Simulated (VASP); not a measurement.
GaSb:

```
Ga Sb
1.0
     0.00000    3.10991    3.10991
     3.10991    0.00000    3.10991
     3.10991    3.10991    0.00000
Ga Sb
1 1
Direct
  0.00000 0.00000 0.00000
  0.25000 0.25000 0.25000
```

| Item | Value |
| --- | --- |
| Program | VASP 6.6.1 |
| Task | relaxation of cell and atoms |
| Functional | PBEsol |
| Potentials or basis | VASP PAW PBE potentials, release 64 (Ga_d, Sb) |
| Cutoff | 600 eV |
| k mesh | 6 × 6 × 6 |
| Occupations | fermi-dirac, width 0.02 eV |
| Spin | no spin polarisation |

At the start: pressure -2.3 GPa; volume 30.08 Å³/atom.

**Question.** How do energy, volume and symmetry change on relaxing?

**Answer.** Over 5 steps the energy falls by 10.6 meV/atom and the volume is 28.62 Å³/atom (-4.8 %); space group F-43m (No. 216, to 0.05 Å).

Step by step:
| step | energy change (eV) | largest force (eV/Å) | pressure (GPa) | volume (Å³) |
| --- | --- | --- | --- | --- |
| 1 | 0.0000 | 0.0000 | -2.26 | 60.16 |
| 2 | -0.0201 | 0.0000 | 0.50 | 56.54 |
| 3 | -0.0213 | 0.0000 | 0.05 | 57.18 |
| 4 | -0.0213 | 0.0000 | -0.03 | 57.24 |
| 5 | -0.0213 | 0.0000 | 0.00 | 57.24 |

Final structure:
```cif
data_structure
_symmetry_space_group_name_H-M 'P 1'
_symmetry_Int_Tables_number 1
_cell_length_a 4.3259
_cell_length_b 4.3259
_cell_length_c 4.3259
_cell_angle_alpha 60.000
_cell_angle_beta 60.000
_cell_angle_gamma 60.000
_cell_volume 57.24
loop_
_atom_site_label
_atom_site_type_symbol
_atom_site_fract_x
_atom_site_fract_y
_atom_site_fract_z
_atom_site_occupancy
Ga1 Ga 0.00000 0.00000 0.00000 1
Sb1 Sb 0.25000 0.25000 0.25000 1
```

Caveat: the PAW data sets were made with another functional, which shifts forces and pressure a little.
